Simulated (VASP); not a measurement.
Set up this calculation in VASP 6.6.1, as the native input.

- Task: single point
- Functional: PBE
- Potentials or basis: VASP PAW PBE potentials, release 64 (Hf_pv, C)
- Cutoff: 520 eV
- k mesh: 8 × 8 × 8
- Occupations: fermi-dirac, width 0.1 eV
- Spin: no spin polarisation
- Dipole correction: no
- Further INCAR settings: ALGO = Normal; EDIFF = 1e-06; NBANDS = 14

The structure of HfC (rock salt type) lies in POSCAR:

```
HfC
1.0
    0.0000000000      2.3250000000      2.3250000000
    2.3250000000      0.0000000000      2.3250000000
    2.3250000000      2.3250000000      0.0000000000
Hf C
1 1
Direct
   -0.0043010753      0.0043010753      0.0043010753
    0.5000000000      0.5000000000      0.5000000000
```

The input as run:

INCAR

```
PREC = Accurate
ENCUT = 520
EDIFF = 1E-6
ISMEAR = -1
SIGMA = 0.1
LREAL = F
LASPH = T
NELM = 60
ALGO = Normal
ISIF = 2
LWAVE = F
LCHARG = F
GGA = PE
NBANDS = 14
```

KPOINTS

```
regular mesh
0
Gamma
  8 8 8
```

Potentials or basis: VASP PAW PBE potentials, release 64 (Hf_pv, C).

The run is started by

```bash
$ cat potpaw_PBE.64/Hf_pv/POTCAR potpaw_PBE.64/C/POTCAR > POTCAR
$ mpirun -np 1 vasp_std > vasp.out
```

Results of the run:

```
Pressure               : -0.4 GPa
Largest force          : 0.160 eV/Å
Band gap on the k mesh : zero (band 7 reaches 6.94 eV, above the bottom of band 8 at 5.53 eV)
```

Caveat: spin-orbit coupling is left out, which moves the levels of the heavy elements.

It took 16 s on 1 thread of AMD EPYC 7R13 Processor (Zen 3) (shared host), peak memory 0.12 GiB.
